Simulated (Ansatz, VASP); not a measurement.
Two plane-wave programs on HfN

```
CELL_PARAMETERS angstrom
0.00000 2.43298 2.27381
2.27381 0.00000 2.27381
2.27381 2.43298 0.00000
ATOMIC_POSITIONS crystal
Hf 0.00000 0.00000 0.00000
N 0.50000 0.50000 0.50000
```

Change from the starting cell: mode 5 frozen in at +0.000 Å, normal strain along y +0.0700.

Alike in both runs: task single point; functional PBE; k mesh 16 × 16 × 16; occupations gaussian, width 0.15 eV; no spin polarisation.

|  | VASP | Ansatz |
| --- | --- | --- |
| version | VASP 6.6.1 | Ansatz 0.2.0 |
| potentials or method | VASP PAW PBE potentials, release 64 (Hf_pv, N), cutoff 520 eV | scalar-relativistic, plane waves, PAW |
| valence electrons in the cell | 15 | 31 |

VASP gave:

| Quantity | Value |
| --- | --- |
| gap on the k mesh at the Fermi level (eV) | none |
| pressure (GPa) | -15.2 |
| traceless stress, the component that is largest in VASP (GPa) | -12.80 |

Question: Which values does Ansatz return?

Answer: gap on the k mesh at the Fermi level (eV): none; pressure (GPa): -13.1; traceless stress, the component that is largest in VASP (GPa): -13.07.

A gap of «none» marks a metal or a gap that the smearing closes. The functional is the same, so the differences come from potentials, cutoffs and numerics. VASP's potentials hold 15 valence electrons a cell and Ansatz's 31, so a difference there can come from the potentials and not from the codes.

Spin-orbit coupling is off throughout.
